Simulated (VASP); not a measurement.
# Al4In (Pm-3m) in VASP: single point with PBE

Aim: the single point of Al4In with PBE.

All numbers are computed with VASP 6.6.1; they aren't measurements. Logs are shortened: lines on timing, memory, paths and dates and some standing lists are left out, and cuts for length are marked.

## 1. The cell of the first run

Symmetry: Pm-3m, No. 221, cubic system. The conventional cell has a = 5.398 Å, b = 5.398 Å, c = 5.398 Å, α = 90.00°, β = 90.00°, γ = 90.00°. Al (site symmetry 4/mmm) has 2 In at 2.70 Å within 3.6 Å. Within 5.0 Å of Al (site symmetry m-3m) lie 12 Al at 3.82 Å and 8 In at 4.67 Å. In (site symmetry m-3m) has 6 Al at 2.70 Å within 3.6 Å.

## 2. Single point, PBE

File INCAR:

```
SYSTEM = Al4In
PREC = Accurate
ENCUT = 520
EDIFF = 1E-7
ISMEAR = 0
SIGMA = 0.1
LREAL = .False.
LASPH = .True.
NELM = 60
ALGO = Fast
ISIF = 2
LWAVE = .False.
LCHARG = .False.
GGA = PE
NBANDS = 20
```

File KPOINTS:

```
Automatic mesh
0
Gamma
  4 4 4
  0 0 0
```

File POSCAR:

```
Al4In
1.0
    5.3981531300      0.0000000000      0.0000000000
    0.0000000000      5.3981531300      0.0000000000
    0.0000000000      0.0000000000      5.3981531300
Al In
4 1
Direct
    0.0000000000      0.5000000000      0.5000000000
    0.5000000000      0.0000000000      0.5000000000
    0.5000000000      0.5000000000      0.0000000000
    0.0000000000      0.0000000000      0.0000000000
    0.5000000000      0.5000000000      0.5000000000
```

Potentials or basis: VASP PAW PBE potentials, release 64 (Al, In_d).

Started as:

```
$ cat potpaw_PBE.64/Al/POTCAR potpaw_PBE.64/In_d/POTCAR > POTCAR
$ mpirun -np 1 vasp_std > vasp.out
```

OUTCAR:

```text
SYSTEM = Al4In
   PREC = Accurate
   ENCUT = 520
   EDIFF = 1E-7
   ISMEAR = 0
   LREAL = .False.
   LASPH = .True.
   NELM = 60
   ISIF = 2
   GGA = PE

 ion  position               nearest neighbor table
   1  0.000  0.500  0.500-   5 2.70   5 2.70
   2  0.500  0.000  0.500-   5 2.70   5 2.70
   3  0.500  0.500  0.000-   5 2.70   5 2.70
   4  0.000  0.000  0.000-
   5  0.500  0.500  0.500-   1 2.70   2 2.70   3 2.70   3 2.70   2 2.70   1 2.70

  LATTYP: Found a simple cubic cell.
 ALAT       =     5.3981531300

  Lattice vectors:

 A1 = (   5.3981531300,   0.0000000000,   0.0000000000)
 A2 = (   0.0000000000,   5.3981531300,   0.0000000000)
 A3 = (   0.0000000000,   0.0000000000,   5.3981531300)

Analysis of symmetry for initial positions (statically):
=====================================================================
 Subroutine PRICEL returns:
 Original cell was already a primitive cell.

 Routine SETGRP: Setting up the symmetry group for a
 simple cubic supercell.

 Subroutine GETGRP returns: Found 48 space group operations
 (whereof 48 operations were pure point group operations)
 out of a pool of 48 trial point group operations.

The static configuration has the point symmetry O_h .

Analysis of symmetry for dynamics (positions and initial velocities):
=====================================================================
 Subroutine PRICEL returns:
 Original cell was already a primitive cell.

 Routine SETGRP: Setting up the symmetry group for a
 simple cubic supercell.

 Subroutine GETGRP returns: Found 48 space group operations
 (whereof 48 operations were pure point group operations)
 out of a pool of 48 trial point group operations.

The dynamic configuration has the point symmetry O_h .

 Subroutine INISYM returns: Found 48 space group operations
 (whereof 48 operations are pure point group operations),
 and found     1 'primitive' translations

----------------------------------------------------------------------------------------

                                     Primitive cell

  volume of cell :     157.3025

  direct lattice vectors                    reciprocal lattice vectors
     5.398153130  0.000000000  0.000000000     0.185248543  0.000000000  0.000000000
     0.000000000  5.398153130  0.000000000     0.000000000  0.185248543  0.000000000
     0.000000000  0.000000000  5.398153130     0.000000000  0.000000000  0.185248543
[... 75 lines left out ...]
   EDIFF  = 0.1E-06   stopping-criterion for ELM
   LREAL  =      F    real-space projection
   EDIFFG = 0.1E-05   stopping-criterion for IOM
   NSW    =      0    number of steps for IOM
   IBRION =     -1    ionic relax: 0-MD 1-quasi-New 2-CG
   NFREE  =      0    steps in history (QN), initial steepest desc. (CG)
   ISIF   =      2    stress and relaxation
   ISYM   =      2    0-nonsym 1-usesym 2-fastsym
   POTIM  = 0.5000    time-step for ionic-motion
   TEBEG  =    0.0;   TEEND  =   0.0 temperature during run
   PSTRESS=    0.0 pullay stress
   NELECT =      25.0000    total number of electrons
   NUPDOWN=      -1.0000    fix difference up-down
   EMIN   =  10.00;   EMAX   =-10.00  energy-range for DOS
   EFERMI =   0.00;   METHOD = LEGACY
   ISMEAR =     0;   SIGMA  =   0.10  broadening in eV -4-tet -1-fermi 0-gaus
   EFERMI_NEDOS =   21; number of points for ismear=-14 and -15
   IALGO  =     68    algorithm
   IMIX   =      4    mixing-type and parameters
     AMIX     =   0.40;   BMIX     =  1.00
     AMIX_MAG =   1.60;   BMIX_MAG =  1.00
  volume/ion in A,a.u.               =      31.46       212.31
  Fermi-wavevector in a.u.,A,eV,Ry     =   0.886767  1.675747 10.699024  0.786356
  Thomas-Fermi vector in A             =   2.007977
   LORBIT       =      0    0 simple, 1 ext, 2 COOP (PROOUT), +10 PAW based schemes
   GGA     = PE    functional components
   LHFCALC =     F    Hartree Fock is set to
   AEXX    =    0.0000 exact exchange contribution
   IVDW    =     0    specifies the selected vdW correction
   LEPSILON=     F    determine dielectric tensor
   LRPA    =     F    only Hartree local field effects (RPA)
 non-spin polarized calculation
 RMM-DIIS sequential band-by-band and
 Gauss-broadening in eV      SIGMA  =   0.10
  energy-cutoff  :      520.00
  volume of cell :      157.30
 maximum number of plane-waves:      4260
   NGX = 21   NGY = 21   NGZ = 21

 number of electron      24.9999992 magnetization

 Free energy of the ion-electron system (eV)
  ---------------------------------------------------
  ext. energy  EPLUGINS =         0.00000000
  ---------------------------------------------------
  free energy    TOTEN  =       -12.51836500 eV

  energy without entropy =      -12.48485004  energy(sigma->0) =      -12.50160752

 E-fermi :   3.4703     XC(G=0):  -8.1652

 val. band max:        3.4634063908   @ k =   0.5000   0.2500   0.2500
 cond. band min:       3.5197133321   @ k =   0.5000   0.2500   0.0000
 fundamental gap:      0.0563069413
 Fermi energy:         3.4702859337

 k-point     1 :       0.0000    0.0000    0.0000
  band No.  band energies     occupation
      1     -11.7757      2.00000
      2     -11.7757      2.00000
      3     -11.6111      2.00000
      4     -11.6111      2.00000
      5     -11.6111      2.00000
      6      -5.2784      2.00000
[... 219 lines left out ...]
     19       8.0887      0.00000
     20       8.0938      0.00000

------------------------ aborting loop because EDIFF is reached ----------------------------------------

  FORCE on cell =-STRESS in cart. coord.  units (eV):
  Direction    XX          YY          ZZ          XY          YZ          ZX
  --------------------------------------------------------------------------------------
  -------------------------------------------------------------------------------------
  Total       -2.6840961     -2.6840961     -2.6840961      0.0000000      0.0000000      0.0000000
  in kB      -27.3383969    -27.3383969    -27.3383969      0.0000000      0.0000000      0.0000000
  external PRESSURE =     -27.3383969 kB  Pullay stress =       0.0000000 kB

 VOLUME and BASIS-vectors are now :
 -----------------------------------------------------------------------------
  energy-cutoff  :      520.00
  volume of cell :      157.30
      direct lattice vectors                 reciprocal lattice vectors
     5.398153130  0.000000000  0.000000000     0.185248543  0.000000000  0.000000000
     0.000000000  5.398153130  0.000000000     0.000000000  0.185248543  0.000000000
     0.000000000  0.000000000  5.398153130     0.000000000  0.000000000  0.185248543

 POSITION                                       TOTAL-FORCE (eV/Angst)
 -----------------------------------------------------------------------------------
      0.00000      2.69908      2.69908         0.000000      0.000000      0.000000
      2.69908      0.00000      2.69908         0.000000      0.000000      0.000000
      2.69908      2.69908      0.00000         0.000000      0.000000      0.000000
      0.00000      0.00000      0.00000         0.000000      0.000000      0.000000
      2.69908      2.69908      2.69908         0.000000      0.000000      0.000000
 -----------------------------------------------------------------------------------
    total drift:                               -0.000000      0.000000     -0.000000

  FREE ENERGIE OF THE ION-ELECTRON SYSTEM (eV)
  ---------------------------------------------------
  free  energy   TOTEN  =       -12.5183650035 eV

  energy  without entropy=      -12.4848500369  energy(sigma->0) =      -12.50160752
```

Run time: 48 s. Hardware: 1 thread of Intel Xeon Platinum 8259CL at 2.50GHz (Skylake/Cascade Lake), shared host; peak memory 0.24 GiB.

Results:

```
Free energy : -12.5184 eV
Pressure    : -2.7 GPa
```

Levels at points of the mesh, in eV from the Fermi level:
| k point | band 11 | band 12 | band 13 | band 14 | band 15 | band 16 |
| --- | --- | --- | --- | --- | --- | --- |
| (0.00, 0.00, 0.00) | -2.89 | -2.89 | 0.91 | 1.14 | 1.14 | 1.14 |
| (0.50, 0.00, 0.00) | -2.42 | -1.85 | -0.24 | -0.24 | 0.71 | 2.42 |
| (0.50, 0.50, 0.00) | -1.85 | 0.14 | 0.14 | 0.31 | 0.76 | 0.76 |
| (0.50, 0.50, 0.50) | -2.11 | -2.11 | -2.11 | 3.73 | 3.73 | 4.40 |

Caveat: spin-orbit coupling is left out, which moves the levels of the heavy elements.
